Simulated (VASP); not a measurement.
SnO: single point with LDA

Crystal: SnO.

```xyz
4
Lattice="3.8165 0.0000 0.0000 0.0000 3.8165 0.0000 0.0000 0.0000 4.7166" Properties=species:S:1:pos:R:3 pbc="T T T"
Sn    0.0000    1.9082    1.1591
Sn    1.9082    0.0000    3.5575
O     0.0000    0.0000    0.0000
O     1.9082    1.9082    0.0000
```

* Program: VASP 6.6.1
* Task: single point
* Functional: LDA
* Potentials or basis: VASP PAW LDA potentials, release 64 (Sn_d, O)
* Cutoff: 520 eV
* k mesh: 12 × 12 × 10
* Occupations: gaussian, width 0.15 eV
* Spin: no spin polarisation

```
Pressure               : -3.5 GPa
Largest force          : 0.410 eV/Å
Band gap on the k mesh : zero (bands 20 and 21 overlap by 0.07 eV)
```

Forces in eV/Å, atoms in the order of the input:
```
Sn   0.000  0.000 -0.410
Sn   0.000  0.000  0.410
O    0.000  0.000  0.000
O    0.000  0.000  0.000
```

Stress tensor (GPa, compression positive):
```
-3.80  0.00  0.00
 0.00 -3.80  0.00
 0.00  0.00 -2.94
```

Levels at points of the mesh, in eV from the Fermi level:
| k point | band 17 | band 18 | band 19 | band 20 | band 21 | band 22 | band 23 | band 24 |
| --- | --- | --- | --- | --- | --- | --- | --- | --- |
| (0.00, 0.00, 0.00) | -3.46 | -3.16 | -3.16 | -0.11 | 2.11 | 4.42 | 4.42 | 4.55 |
| (0.50, 0.00, 0.00) | -4.85 | -4.85 | -2.80 | -2.80 | 3.20 | 3.20 | 5.69 | 5.69 |
| (0.50, 0.50, 0.00) | -2.49 | -2.49 | -1.95 | -1.95 | -0.16 | -0.16 | 4.38 | 4.38 |
| (0.00, 0.00, 0.50) | -3.18 | -3.18 | -3.00 | -2.18 | 1.49 | 2.63 | 2.63 | 3.46 |
| (0.50, 0.00, 0.50) | -4.80 | -4.80 | -1.76 | -1.76 | 2.63 | 2.63 | 5.13 | 5.13 |
| (0.50, 0.50, 0.50) | -2.89 | -2.89 | -2.49 | -2.49 | 2.24 | 2.24 | 4.17 | 4.17 |

It took 8 min on 1 thread of AMD EPYC 7R13 (shared host), peak memory 0.32 GiB.

Caveat: the cell stands under tension; semilocal functionals underestimate gaps, and a narrow one can read as zero; spin-orbit coupling is left out, which moves the levels of the heavy elements.
